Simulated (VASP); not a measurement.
The system is W.

```xyz
1
Lattice="-1.5850 1.5850 1.5850 1.5850 -1.5850 1.5850 1.5850 1.5850 -1.5850" Properties=species:S:1:pos:R:3 pbc="T T T"
W     0.0000    0.0000    0.0000
```

```yaml
Program: VASP 6.6.1
Task: relaxation of cell and atoms
Functional: PBE
Potentials_or_basis: VASP PAW PBE potentials, release 64 (W_sv)
Cutoff: 600 eV
k_mesh: 24 × 24 × 24
Occupations: gaussian, width 0.1 eV
Spin: no spin polarisation
```

At the start: pressure 4.7 GPa; volume 15.93 Å³/atom.

How do energy, volume and symmetry change on relaxing?

Over 4 steps the energy falls by 3.4 meV/atom and the volume is 16.17 Å³/atom (+1.5 %); space group Im-3m (No. 229, to 0.05 Å).

Step by step:
```csv
step,energy change (eV),largest force (eV/Å),pressure (GPa),volume (Å³)
1,0.0000,0.0000,4.66,15.93
2,0.0359,0.0000,-14.09,17.02
3,-0.0034,0.0000,-0.09,16.17
4,-0.0034,0.0000,0.00,16.17
```

Final structure:
```cif
data_structure
_symmetry_space_group_name_H-M 'P 1'
_symmetry_Int_Tables_number 1
_cell_length_a 2.7589
_cell_length_b 2.7589
_cell_length_c 2.7589
_cell_angle_alpha 109.471
_cell_angle_beta 109.471
_cell_angle_gamma 109.471
_cell_volume 16.17
loop_
_atom_site_label
_atom_site_type_symbol
_atom_site_fract_x
_atom_site_fract_y
_atom_site_fract_z
_atom_site_occupancy
W1 W 0.00000 0.00000 0.00000 1
```
